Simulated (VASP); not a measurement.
# K2SiB2 (P6/mmm) in VASP: notebook

Runs on K2SiB2. Level: PBE. Tasks: single point, relaxation of cell and atoms.

Everything below comes from runs of VASP 6.6.1. Logs are shortened: lines on timing, memory, paths and dates and some standing lists are left out, and cuts for length are marked.

**1. The cell of the first run**

It takes space group P6/mmm (No. 191, hexagonal). Conventional cell: a = 3.835 Å, b = 3.835 Å, c = 5.787 Å, α = 90.00°, β = 90.00°, γ = 120.00°. Within 1.7 Å of K (site symmetry 6mm) lie 1 Si at 1.27 Å. Si (site symmetry 6/mmm) has 2 K at 1.27 Å within 1.7 Å. Within 2.9 Å of B (site symmetry -6m2) lie 3 B at 2.21 Å and 6 K at 2.74 Å.

**2. Single point, PBE**

File INCAR:

```
PREC = Accurate ; ENCUT = 520
EDIFF = 1E-6 ; ISMEAR = 0
SIGMA = 0.1 ; LREAL = F
LASPH = T ; NELM = 80
ALGO = Normal ; ISIF = 2
LWAVE = F ; LCHARG = T
GGA = PE ; LELF = T
LVHAR = T ; NBANDS = 22
```

File KPOINTS:

```
Automatic mesh
0
Gamma
  6 6 4
```

File POSCAR:

```
K2SiB2
1.0
    3.8351053300      0.0000000000      0.0000000000
   -1.9175526700      3.3212986500      0.0000000000
    0.0000000000      0.0000000000      5.7871914500
K Si B
2 1 2
Direct
    0.0000000000      0.0000000000      0.7799335000
    0.0000000000      0.0000000000      0.2200665000
    0.0000000000      0.0000000000      0.0000000000
    0.3333333300      0.6666666700      0.5000000000
    0.6666666700      0.3333333300      0.5000000000
```

Potentials or basis: VASP PAW PBE potentials, release 64 (K_sv, Si, B).

Run with:

```bash
cat potpaw_PBE.64/K_sv/POTCAR potpaw_PBE.64/Si/POTCAR potpaw_PBE.64/B/POTCAR > POTCAR
mpirun -np 1 vasp_std > vasp.out
```

OUTCAR:

```text
PREC = Accurate
   ENCUT = 520
   EDIFF = 1E-6
   ISMEAR = 0
   LREAL = F
   LASPH = T
   NELM = 80
   ISIF = 2
   GGA = PE

 ion  position               nearest neighbor table
   1  0.000  0.000  0.780-   3 1.27   2 2.55   4 2.74   5 2.74   5 2.74   4 2.74   5 2.74   4 2.74
                             2 3.24
   2  0.000  0.000  0.220-   3 1.27   1 2.55   4 2.74   5 2.74   5 2.74   4 2.74   5 2.74   4 2.74
                             1 3.24
   3  0.000  0.000  0.000-   1 1.27   2 1.27
   4  0.333  0.667  0.500-   1 2.74   2 2.74   1 2.74   2 2.74   1 2.74   2 2.74
   5  0.667  0.333  0.500-   1 2.74   2 2.74   1 2.74   2 2.74   1 2.74   2 2.74

 -----------------------------------------------------------------------------
|                                                                             |
|           W    W    AA    RRRRR   N    N  II  N    N   GGGG   !!!           |
|           W    W   A  A   R    R  NN   N  II  NN   N  G    G  !!!           |
|           W    W  A    A  R    R  N N  N  II  N N  N  G       !!!           |
|           W WW W  AAAAAA  RRRRR   N  N N  II  N  N N  G  GGG   !            |
|           WW  WW  A    A  R   R   N   NN  II  N   NN  G    G                |
|           W    W  A    A  R    R  N    N  II  N    N   GGGG   !!!           |
|                                                                             |
|     The distance between some ions is very small. Please check the          |
|     nearest-neighbor list in the OUTCAR file.                               |
|     I HOPE YOU KNOW WHAT YOU ARE DOING!                                     |
|                                                                             |
 -----------------------------------------------------------------------------

  LATTYP: Found a hexagonal cell.
 ALAT       =     3.8351053300
 C/A-ratio  =     1.5090045649

  Lattice vectors:

 A1 = (   3.8351053300,   0.0000000000,   0.0000000000)
 A2 = (  -1.9175526700,   3.3212986500,   0.0000000000)
 A3 = (   0.0000000000,   0.0000000000,   5.7871914500)

Analysis of symmetry for initial positions (statically):
=====================================================================
 Subroutine PRICEL returns:
 Original cell was already a primitive cell.

 Routine SETGRP: Setting up the symmetry group for a
 hexagonal supercell.

 Subroutine GETGRP returns: Found 24 space group operations
 (whereof 24 operations were pure point group operations)
 out of a pool of 24 trial point group operations.

The static configuration has the point symmetry D_6h.

Analysis of symmetry for dynamics (positions and initial velocities):
[... 120 lines left out ...]
   ISYM   =      2    0-nonsym 1-usesym 2-fastsym
   POTIM  = 0.5000    time-step for ionic-motion
   TEBEG  =    0.0;   TEEND  =   0.0 temperature during run
   PSTRESS=    0.0 pullay stress
   NELECT =      28.0000    total number of electrons
   NUPDOWN=      -1.0000    fix difference up-down
   EMIN   =  10.00;   EMAX   =-10.00  energy-range for DOS
   EFERMI =   0.00;   METHOD = LEGACY
   ISMEAR =     0;   SIGMA  =   0.10  broadening in eV -4-tet -1-fermi 0-gaus
   EFERMI_NEDOS =   21; number of points for ismear=-14 and -15
   IALGO  =     38    algorithm
   IMIX   =      4    mixing-type and parameters
     AMIX     =   0.40;   BMIX     =  1.00
     AMIX_MAG =   1.60;   BMIX_MAG =  1.00
  volume/ion in A,a.u.               =      14.74        99.49
  Fermi-wavevector in a.u.,A,eV,Ry     =   1.185614  2.240485 19.125430  1.405679
  Thomas-Fermi vector in A             =   2.321804
   LORBIT       =      0    0 simple, 1 ext, 2 COOP (PROOUT), +10 PAW based schemes
   GGA     = PE    functional components
   LHFCALC =     F    Hartree Fock is set to
   AEXX    =    0.0000 exact exchange contribution
   IVDW    =     0    specifies the selected vdW correction
   LEPSILON=     F    determine dielectric tensor
   LRPA    =     F    only Hartree local field effects (RPA)
 non-spin polarized calculation
 Gauss-broadening in eV      SIGMA  =   0.10
  energy-cutoff  :      520.00
  volume of cell :       73.71
 maximum number of plane-waves:      2014
 NGX is ok and might be reduce to    30
   NGX = 15   NGY = 15   NGZ = 21

 number of electron      28.0000001 magnetization

 Free energy of the ion-electron system (eV)
  ---------------------------------------------------
  ext. energy  EPLUGINS =         0.00000000
  ---------------------------------------------------
  free energy    TOTEN  =        36.64008032 eV

  energy without entropy =       36.65753344  energy(sigma->0) =       36.64880688

 E-fermi :   4.1680     XC(G=0): -10.1910

 val. band max:        4.1609199042   @ k =   0.3333   0.3333   0.2500
 cond. band min:       4.1886435750   @ k =   0.0000   0.0000   0.5000
 fundamental gap:      0.0277236708
 Fermi energy:         4.1680473469

 k-point     1 :       0.0000    0.0000    0.0000
  band No.  band energies     occupation
      1     -31.5819      2.00000
      2     -30.1832      2.00000
      3     -16.2086      2.00000
      4     -14.2201      2.00000
      5     -13.3077      2.00000
      6     -13.3077      2.00000
[... 514 lines left out ...]
     21       9.5437      0.00000
     22      10.0894      0.00000

------------------------ aborting loop because EDIFF is reached ----------------------------------------

  FORCE on cell =-STRESS in cart. coord.  units (eV):
  Direction    XX          YY          ZZ          XY          YZ          ZX
  --------------------------------------------------------------------------------------
  -------------------------------------------------------------------------------------
  Total      -10.3020753    -10.3020753    199.1320832      0.0000000      0.0000000     -0.0000000
  in kB     -223.9145044   -223.9145055   4328.1145311      0.0000003      0.0000000     -0.0000000
  external PRESSURE =    1293.4285071 kB  Pullay stress =       0.0000000 kB

 VOLUME and BASIS-vectors are now :
 -----------------------------------------------------------------------------
  energy-cutoff  :      520.00
  volume of cell :       73.71
      direct lattice vectors                 reciprocal lattice vectors
     3.835105330  0.000000000  0.000000000     0.260749031  0.150543523  0.000000000
    -1.917552670  3.321298650  0.000000000     0.000000000  0.301087046  0.000000000
     0.000000000  0.000000000  5.787191450     0.000000000  0.000000000  0.172795389

 POSITION                                       TOTAL-FORCE (eV/Angst)
 -----------------------------------------------------------------------------------
      0.00000      0.00000      4.51362        -0.000000     -0.000000    -75.045975
      0.00000      0.00000      1.27357         0.000000      0.000000     75.045975
      0.00000      0.00000      0.00000        -0.000000     -0.000000      0.000000
     -0.00000      2.21420      2.89360        -0.000000     -0.000000      0.000000
      1.91755      1.10710      2.89360        -0.000000     -0.000000     -0.000000
 -----------------------------------------------------------------------------------
    total drift:                                0.000000      0.000000     -0.000000

  FREE ENERGIE OF THE ION-ELECTRON SYSTEM (eV)
  ---------------------------------------------------
  free  energy   TOTEN  =        36.6400803217 eV

  energy  without entropy=       36.6575334394  energy(sigma->0) =       36.64880688
```

stdout:

```text
POSCAR found type information on POSCAR K SiB
 POSCAR found :  3 types and       5 ions
 scaLAPACK will be used
 LDA part: xc-table for (Slater+PW92), standard interpolation
 -----------------------------------------------------------------------------
|                                                                             |
|           W    W    AA    RRRRR   N    N  II  N    N   GGGG   !!!           |
|           W    W   A  A   R    R  NN   N  II  NN   N  G    G  !!!           |
|           W    W  A    A  R    R  N N  N  II  N N  N  G       !!!           |
|           W WW W  AAAAAA  RRRRR   N  N N  II  N  N N  G  GGG   !            |
|           WW  WW  A    A  R   R   N   NN  II  N   NN  G    G                |
|           W    W  A    A  R    R  N    N  II  N    N   GGGG   !!!           |
|                                                                             |
|     The distance between some ions is very small. Please check the          |
|     nearest-neighbor list in the OUTCAR file.                               |
|     I HOPE YOU KNOW WHAT YOU ARE DOING!                                     |
|                                                                             |
 -----------------------------------------------------------------------------

 POSCAR, INCAR and KPOINTS ok, starting setup
 FFT: planning ... GRIDC
 FFT: planning ... GRID_SOFT
 FFT: planning ... GRID
 WAVECAR not read
 entering main loop
```

Run time: 36 s. Hardware: 1 thread of Intel Xeon Platinum 8488C (Sapphire Rapids), shared host; peak memory 0.2 GiB.

Results:

```yaml
Free_energy: 36.6401 eV
Pressure: 129.3 GPa
Largest_force: 75.046 eV/Å
Band_gap_on_the_k_mesh: zero (band 14 reaches 4.55 eV, above the bottom of band 15 at 3.61 eV)
```

Forces on the atoms (eV/Å):
```
K     0.000   0.000 -75.046
K     0.000   0.000  75.046
Si    0.000   0.000   0.000
B     0.000   0.000   0.000
B     0.000   0.000   0.000
```

Stress tensor (GPa, compression positive):
```
-22.39   0.00   0.00
  0.00 -22.39   0.00
  0.00   0.00 432.81
```

Caveat: forces of over 1 eV/Å act on the atoms, so gaps and moduli don't describe the material at rest.

(Part 1 of 2 ends here.)
